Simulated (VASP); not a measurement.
# Te2Mo (P-6m2) in VASP: further runs

The runs below take Te2Mo through single point, with PBE, PBE+D3(BJ), PBE+D4, LDA.

All numbers are computed with VASP 6.6.1; they aren't measurements. Logs are shortened: lines on timing, memory, paths and dates and some standing lists are left out, and cuts for length are marked.

### 1 The cell of the first run

Symmetry: P-6m2, No. 187, hexagonal system. Conventional cell: a = 3.537 Å, b = 3.537 Å, c = 7.827 Å, α = 90.00°, β = 90.00°, γ = 120.00°. Within 3.6 Å of Te (site symmetry 3m) lie 3 Mo at 2.72 Å and 7 Te at 3.54 to 3.59 Å. Within 3.6 Å of Mo (site symmetry -6m2) lie 6 Te at 2.72 Å and 6 Mo at 3.54 Å.

### 2 Single point, PBE

Input file INCAR:

```
  PREC = Accurate
  ENCUT = 520
  EDIFF = 1E-7
  ISMEAR = 0
  SIGMA = 0.01
  LREAL = False
  LASPH = True
  NELM = 60
  ALGO = Normal
  ISIF = 2
  LWAVE = False
  LCHARG = False
  GGA = PE
  NBANDS = 20
```

Input file KPOINTS:

```
regular mesh
0
Gamma
  6 6 2
```

Input file POSCAR:

```
Te2Mo
1.0
    3.5370821734      0.0000000000      0.0000000000
   -1.7685410867      3.0632030175      0.0000000000
    0.0000000000      0.0000000000      7.8268794133
Te Mo
2 1
Direct
    0.3333333333      0.6666666667      0.7705211644
    0.3333333333      0.6666666667      0.2294788356
    0.0000000000      0.0000000000      0.0000000000
```

Potentials or basis: VASP PAW PBE potentials, release 64 (Te, Mo_sv).

On the command line:

```console
cat potpaw_PBE.64/Te/POTCAR potpaw_PBE.64/Mo_sv/POTCAR > POTCAR
mpirun -np 1 vasp_std > vasp.out
```

OUTCAR:

```text
PREC = Accurate
   ENCUT = 520
   EDIFF = 1E-7
   ISMEAR = 0
   LREAL = False
   LASPH = True
   NELM = 60
   ISIF = 2
   GGA = PE

 ion  position               nearest neighbor table
   1  0.333  0.667  0.771-   3 2.72   3 2.72   3 2.72   2 3.59
   2  0.333  0.667  0.229-   3 2.72   3 2.72   3 2.72   1 3.59
   3  0.000  0.000  0.000-   1 2.72   2 2.72   1 2.72   2 2.72   1 2.72   2 2.72

  LATTYP: Found a hexagonal cell.
 ALAT       =     3.5370821734
 C/A-ratio  =     2.2128067796

  Lattice vectors:

 A1 = (   3.5370821734,   0.0000000000,   0.0000000000)
 A2 = (  -1.7685410867,   3.0632030175,   0.0000000000)
 A3 = (   0.0000000000,   0.0000000000,   7.8268794133)

Analysis of symmetry for initial positions (statically):
=====================================================================
 Subroutine PRICEL returns:
 Original cell was already a primitive cell.

 Routine SETGRP: Setting up the symmetry group for a
 hexagonal supercell.

 Subroutine GETGRP returns: Found 12 space group operations
 (whereof 12 operations were pure point group operations)
 out of a pool of 24 trial point group operations.

The static configuration has the point symmetry D_3h.

Analysis of symmetry for dynamics (positions and initial velocities):
=====================================================================
 Subroutine PRICEL returns:
 Original cell was already a primitive cell.

 Routine SETGRP: Setting up the symmetry group for a
 hexagonal supercell.

 Subroutine GETGRP returns: Found 12 space group operations
 (whereof 12 operations were pure point group operations)
 out of a pool of 24 trial point group operations.

The dynamic configuration has the point symmetry D_3h.

 Subroutine INISYM returns: Found 12 space group operations
 (whereof 12 operations are pure point group operations),
 and found     1 'primitive' translations

----------------------------------------------------------------------------------------

                                     Primitive cell

  volume of cell :      84.8027

  direct lattice vectors                    reciprocal lattice vectors
     3.537082173  0.000000000  0.000000000     0.282718905  0.163227836  0.000000000
    -1.768541087  3.063203017  0.000000000     0.000000000  0.326455672  0.000000000
     0.000000000  0.000000000  7.826879413     0.000000000  0.000000000  0.127764841

  length of vectors
     3.537082173  3.537082173  7.826879413     0.326455672  0.326455672  0.127764841

  position of ions in fractional coordinates (direct lattice)
     0.333333333  0.666666667  0.770521164
     0.333333333  0.666666667  0.229478836
     0.000000000  0.000000000  0.000000000

  ion indices of the primitive-cell ions
   primitive index   ion index
                 1           1
                 2           2
                 3           3

----------------------------------------------------------------------------------------

 KPOINTS: regular mesh

Automatic generation of k-mesh.
 Grid dimensions read from file:
 generate k-points for:    6    6    2

 Generating k-lattice:

  Cartesian coordinates                     Fractional coordinates (reciprocal lattice)
     0.047119818  0.027204639  0.000000000     0.166666667  0.000000000  0.000000000
     0.000000000  0.054409279  0.000000000     0.000000000  0.166666667  0.000000000
     0.000000000  0.000000000  0.063882420     0.000000000  0.000000000  0.500000000

  Length of vectors
     0.054409279  0.054409279  0.063882420

  Shift w.r.t. Gamma in fractional coordinates (k-lattice)
     0.000000000  0.000000000  0.000000000

 Subroutine IBZKPT returns following result:
 ===========================================

 Found     14 irreducible k-points:

 Following reciprocal coordinates:
            Coordinates               Weight
  0.000000  0.000000  0.000000      1.000000
  0.166667  0.000000  0.000000      6.000000
  0.333333 -0.000000  0.000000      6.000000
  0.500000  0.000000  0.000000      3.000000
  0.166667  0.166667  0.000000      6.000000
  0.333333  0.166667  0.000000     12.000000
  0.333333  0.333333  0.000000      2.000000
  0.000000  0.000000  0.500000      1.000000
  0.166667  0.000000  0.500000      6.000000
  0.333333 -0.000000  0.500000      6.000000
  0.500000  0.000000  0.500000      3.000000
  0.166667  0.166667  0.500000      6.000000
  0.333333  0.166667  0.500000     12.000000
  0.333333  0.333333  0.500000      2.000000
   k-points           NKPTS =     14   k-points in BZ     NKDIM =     14   number of bands    NBANDS=     20
   number of dos      NEDOS =    301   number of ions     NIONS =      3
   total plane-waves  NPLWV =  47040
   dimension x,y,z NGX =    28 NGY =   28 NGZ =   60
   dimension x,y,z NGXF=    56 NGYF=   56 NGZF=  120
   ions per type =               2   1
   NGX,Y,Z   is equivalent  to a cutoff of  13.16, 13.16, 12.74 a.u.
   NGXF,Y,Z  is equivalent  to a cutoff of  26.32, 26.32, 25.49 a.u.
 SYSTEM =  unknown system
   PREC   = accura    normal or accurate (medium, high low for compatibility)
   ISTART =      0    job   : 0-new  1-cont  2-samecut
   ICHARG =      2    charge: 1-file 2-atom 10-const
   ISPIN  =      1    spin polarized calculation?
   LNONCOLLINEAR =      F non collinear calculations
   LSORBIT =      F    spin-orbit coupling
   LASPH  =      T    aspherical Exc in radial PAW
   ENCUT  =  520.0 eV  38.22 Ry    6.18 a.u.   6.58  6.58 14.55*2*pi/ulx,y,z
   NELM   =     60;   NELMIN=  2; NELMDL= -5     # of ELM steps
   EDIFF  = 0.1E-06   stopping-criterion for ELM
   LREAL  =      F    real-space projection
   EDIFFG = 0.1E-05   stopping-criterion for IOM
   NSW    =      0    number of steps for IOM
   IBRION =     -1    ionic relax: 0-MD 1-quasi-New 2-CG
   NFREE  =      0    steps in history (QN), initial steepest desc. (CG)
   ISIF   =      2    stress and relaxation
   ISYM   =      2    0-nonsym 1-usesym 2-fastsym
   POTIM  = 0.5000    time-step for ionic-motion
   TEBEG  =    0.0;   TEEND  =   0.0 temperature during run
   PSTRESS=    0.0 pullay stress
   NELECT =      26.0000    total number of electrons
   NUPDOWN=      -1.0000    fix difference up-down
   EMIN   =  10.00;   EMAX   =-10.00  energy-range for DOS
   EFERMI =   0.00;   METHOD = LEGACY
   ISMEAR =     0;   SIGMA  =   0.01  broadening in eV -4-tet -1-fermi 0-gaus
   EFERMI_NEDOS =   21; number of points for ismear=-14 and -15
   IALGO  =     38    algorithm
   IMIX   =      4    mixing-type and parameters
     AMIX     =   0.40;   BMIX     =  1.00
     AMIX_MAG =   1.60;   BMIX_MAG =  1.00
  volume/ion in A,a.u.               =      28.27       190.76
  Fermi-wavevector in a.u.,A,eV,Ry     =   1.103899  2.086067 16.579971  1.218593
  Thomas-Fermi vector in A             =   2.240364
   LORBIT       =      0    0 simple, 1 ext, 2 COOP (PROOUT), +10 PAW based schemes
   GGA     = PE    functional components
   LHFCALC =     F    Hartree Fock is set to
   AEXX    =    0.0000 exact exchange contribution
   IVDW    =     0    specifies the selected vdW correction
   LEPSILON=     F    determine dielectric tensor
   LRPA    =     F    only Hartree local field effects (RPA)
 non-spin polarized calculation
 Gauss-broadening in eV      SIGMA  =   0.01
  energy-cutoff  :      520.00
  volume of cell :       84.80
 maximum number of plane-waves:      2309
 NGX is ok and might be reduce to    28
   NGX = 13   NGY = 13   NGZ = 29

 number of electron      25.9999996 magnetization

 Free energy of the ion-electron system (eV)
  ---------------------------------------------------
  ext. energy  EPLUGINS =         0.00000000
  ---------------------------------------------------
  free energy    TOTEN  =       -17.99303914 eV

  energy without entropy =      -17.99303914  energy(sigma->0) =      -17.99303914

 E-fermi :   6.7153     XC(G=0):  -9.5964

 val. band max:        6.5233775736   @ k =   0.3333   0.3333   0.5000
 cond. band min:       7.5792845710   @ k =   0.3333   0.3333   0.0000
 fundamental gap:      1.0559069974
 Fermi energy:         6.7152815986

 k-point     1 :       0.0000    0.0000    0.0000
  band No.  band energies     occupation
      1     -54.1633      2.00000
      2     -28.3239      2.00000
      3     -28.2087      2.00000
      4     -28.2087      2.00000
      5      -6.1593      2.00000
      6      -5.0945      2.00000
[... 12 lines left out ...]
     19      13.0504      0.00000
     20      14.7652      0.00000

 k-point     2 :       0.1667    0.0000    0.0000
  band No.  band energies     occupation
      1     -54.1610      2.00000
      2     -28.3170      2.00000
      3     -28.2396      2.00000
      4     -28.2159      2.00000
      5      -5.7858      2.00000
      6      -4.8402      2.00000
[... 12 lines left out ...]
     19      13.9390      0.00000
     20      14.5457      0.00000

 k-point     3 :       0.3333   -0.0000    0.0000
  band No.  band energies     occupation
      1     -54.1565      2.00000
      2     -28.3033      2.00000
      3     -28.3010      2.00000
      4     -28.2302      2.00000
      5      -4.8423      2.00000
      6      -4.2109      2.00000
[... 12 lines left out ...]
     19      12.4253      0.00000
     20      13.1807      0.00000

 k-point     4 :       0.5000    0.0000    0.0000
  band No.  band energies     occupation
      1     -54.1542      2.00000
      2     -28.3313      2.00000
      3     -28.2964      2.00000
      4     -28.2374      2.00000
      5      -4.1755      2.00000
      6      -3.7937      2.00000
[... 199 lines left out ...]
 k-point    13 :       0.3333    0.1667    0.5000
  band No.  band energies     occupation
      1     -54.1542      2.00000
      2     -28.3160      2.00000
      3     -28.2964      2.00000
      4     -28.2529      2.00000
      5      -4.1540      2.00000
      6      -3.8881      2.00000
[... 12 lines left out ...]
     19      12.8431      0.00000
     20      14.1719      0.00000

 k-point    14 :       0.3333    0.3333    0.5000
  band No.  band energies     occupation
      1     -54.1531      2.00000
      2     -28.3022      2.00000
      3     -28.2930      2.00000
      4     -28.2857      2.00000
      5      -3.8067      2.00000
      6      -3.6458      2.00000
[... 12 lines left out ...]
     19      12.3598      0.00000
     20      12.9862      0.00000

------------------------ aborting loop because EDIFF is reached ----------------------------------------

  FORCE on cell =-STRESS in cart. coord.  units (eV):
  Direction    XX          YY          ZZ          XY          YZ          ZX
  --------------------------------------------------------------------------------------
  -------------------------------------------------------------------------------------
  Total        0.7254862      0.7254862      1.4742591     -0.0000000      0.0000000     -0.0000000
  in kB       13.7066137     13.7066137     27.8531823     -0.0000000      0.0000000     -0.0000000
  external PRESSURE =      18.4221366 kB  Pullay stress =       0.0000000 kB

 VOLUME and BASIS-vectors are now :
 -----------------------------------------------------------------------------
  energy-cutoff  :      520.00
  volume of cell :       84.80
      direct lattice vectors                 reciprocal lattice vectors
     3.537082173  0.000000000  0.000000000     0.282718905  0.163227836  0.000000000
    -1.768541087  3.063203017  0.000000000     0.000000000  0.326455672  0.000000000
     0.000000000  0.000000000  7.826879413     0.000000000  0.000000000  0.127764841

 POSITION                                       TOTAL-FORCE (eV/Angst)
 -----------------------------------------------------------------------------------
     -0.00000      2.04214      6.03078        -0.000000      0.000000     -0.206344
     -0.00000      2.04214      1.79610        -0.000000      0.000000      0.206344
      0.00000      0.00000      0.00000         0.000000      0.000000      0.000000
 -----------------------------------------------------------------------------------
    total drift:                                0.000000     -0.000000      0.000000

  FREE ENERGIE OF THE ION-ELECTRON SYSTEM (eV)
  ---------------------------------------------------
  free  energy   TOTEN  =       -17.9930391370 eV

  energy  without entropy=      -17.9930391370  energy(sigma->0) =      -17.99303914
```

Wall time 26 s (1 thread of Intel Xeon 6975P-C (Granite Rapids), shared host); peak memory 0.21 GiB.

What came out:

| Item | Value |
| --- | --- |
| Free energy | -17.9930 eV |
| Pressure | 1.8 GPa |
| Largest force | 0.206 eV/Å |
| Band gap on the k mesh | 1.06 eV (least direct gap 1.07 eV) |

Forces on the atoms (eV/Å):
```
Te   0.000  0.000 -0.206
Te   0.000  0.000  0.206
Mo   0.000  0.000  0.000
```

Levels at points of the mesh, in eV from the valence-band top:
```csv
k point,band 11,band 12,band 13,band 14,band 15,band 16
"(0.00, 0.00, 0.00)",-0.91,-0.91,-0.76,3.13,3.13,3.34
"(0.50, 0.00, 0.00)",-1.34,-0.91,-0.36,1.39,1.64,3.51
"(0.00, 0.00, 0.50)",-0.92,-0.92,-0.16,3.05,3.05,3.43
"(0.50, 0.00, 0.50)",-1.97,-0.62,-0.31,1.40,1.81,2.92
```

Caveat: spin-orbit coupling is left out, which moves the levels of the heavy elements; this functional lacks dispersion, which binds layers or chains, so the pressure and a relaxed spacing across them are unreliable.

### 3 Single point, PBE+D3(BJ)

This run uses another cell than the first one, of 27.03 Å³/atom.

Input file INCAR:

```
PREC = Accurate
ENCUT = 520
EDIFF = 1E-6
ISMEAR = -1
SIGMA = 0.02
LREAL = False
LASPH = True
NELM = 100
ALGO = Normal
ISIF = 2
LWAVE = False
LCHARG = True
GGA = PE
IVDW = 12
LELF = True
LVHAR = True
NBANDS = 20
```

Input file KPOINTS:

```
Automatic mesh
0
Gamma
  12 12 2
```

Input file POSCAR:

```
Te2Mo
1.0
    3.4941453541      0.0000000000      0.0000000000
   -1.7470726771      3.0260186412      0.0000000000
    0.0000000000      0.0000000000      7.6681129320
Te Mo
2 1
Direct
    0.3333333333      0.6666666667      0.7626646570
    0.3333333333      0.6666666667      0.2373353430
    0.0000000000      0.0000000000      0.0000000000
```

Potentials or basis: VASP PAW PBE potentials, release 64 (Te, Mo_sv).

On the command line:

```console
cat potpaw_PBE.64/Te/POTCAR potpaw_PBE.64/Mo_sv/POTCAR > POTCAR
mpirun -np 1 vasp_std > vasp.out
```

Wall time 51 s (1 thread of Intel Xeon 6975P-C (Granite Rapids), shared host); peak memory 0.23 GiB.

It converged, with:

| Quantity | Value |
| --- | --- |
| Free energy | -19.4439 eV |
| Pressure | 0.0 GPa |
| Largest force | 0.012 eV/Å |
| Band gap on the k mesh | 0.95 eV (least direct gap 1.18 eV) |
| Dispersion energy per atom | -0.497 eV |

Forces on the atoms (eV/Å):
```
Te   0.000  0.000 -0.012
Te   0.000  0.000  0.012
Mo   0.000  0.000  0.000
```

Stress tensor (GPa, compression positive):
```
-0.01  0.00  0.00
 0.00 -0.01  0.00
 0.00  0.00  0.07
```

Levels at points of the mesh, in eV from the valence-band top:
| k point | band 11 | band 12 | band 13 | band 14 | band 15 | band 16 |
| --- | --- | --- | --- | --- | --- | --- |
| (0.00, 0.00, 0.00) | -0.97 | -0.85 | -0.85 | 3.24 | 3.24 | 3.39 |
| (0.50, 0.00, 0.00) | -1.39 | -1.03 | -0.29 | 1.47 | 1.61 | 3.47 |
| (0.00, 0.00, 0.50) | -0.86 | -0.86 | -0.25 | 3.12 | 3.12 | 3.52 |
| (0.50, 0.00, 0.50) | -2.23 | -0.63 | -0.20 | 1.49 | 1.87 | 2.81 |

Caveat: spin-orbit coupling is left out, which moves the levels of the heavy elements. A k mesh can miss the band edges.

(Part 1 of 2 ends here.)
